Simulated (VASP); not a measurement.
Wanted: the native input for a VASP 6.6.1 run.

```
Task                   : single point
Functional             : PBE
Potentials or basis    : VASP PAW PBE potentials, release 64 (Co, O)
Cutoff                 : 520 eV
k mesh                 : 8 × 8 × 8
Occupations            : gaussian, width 0.1 eV
Spin                   : collinear spin, ferromagnetic start
Starting moments       : [3.0, 0.0] μB
Hubbard terms          : Co d U = 3.32 eV
Dipole correction      : no
Further INCAR settings : ALGO = Normal; EDIFF = 1e-06; NBANDS = 18
```

The structure of CoO lies in POSCAR:

```
CoO
1.0
    2.5580026086      0.0000000000      0.0000000000
    0.0000000000      2.5580026086      0.0000000000
    0.0000000000      0.0000000000      2.5580026086
Co O
1 1
Direct
    0.0000000000      0.0000000000      0.0000000000
    0.5000000000      0.5000000000      0.5000000000
```

One way to write it, as run:

INCAR

```
PREC = Accurate
ENCUT = 520
EDIFF = 1E-6
ISMEAR = 0
SIGMA = 0.1
LREAL = False
LASPH = True
NELM = 150
ALGO = Normal
ISIF = 2
LWAVE = False
LCHARG = False
ISPIN = 2
MAGMOM = 3 0
LORBIT = 11
LMAXMIX = 4
LDAU = True
LDAUTYPE = 2
LDAUL = 2 -1
LDAUU = 3.32 0
LDAUJ = 0 0
LDAUPRINT = 1
GGA = PE
NBANDS = 18
```

KPOINTS

```
regular mesh
0
Gamma
  8 8 8
```

Potentials or basis: VASP PAW PBE potentials, release 64 (Co, O).

The run is started by

```console
$ cat potpaw_PBE.64/Co/POTCAR potpaw_PBE.64/O/POTCAR > POTCAR
$ mpirun -np 1 vasp_std > vasp.out
```

It gave:

* Pressure: 21.9 GPa
* Band gap on the k mesh: 1.47 eV (least direct gap 1.83 eV)
* Net moment: 3.00 μB per cell
* Site moments: Co +2.67; O +0.29 μB
* Valence electrons inside the program's atomic spheres: Co 7.89; O 5.02

Caveat: the cell stands under pressure; a cell with one magnetic atom can't hold antiferromagnetic order, which such compounds often take.

Run time: 30 s on 1 thread of Intel Xeon 8259CL, on a shared host, peak memory 0.14 GiB.
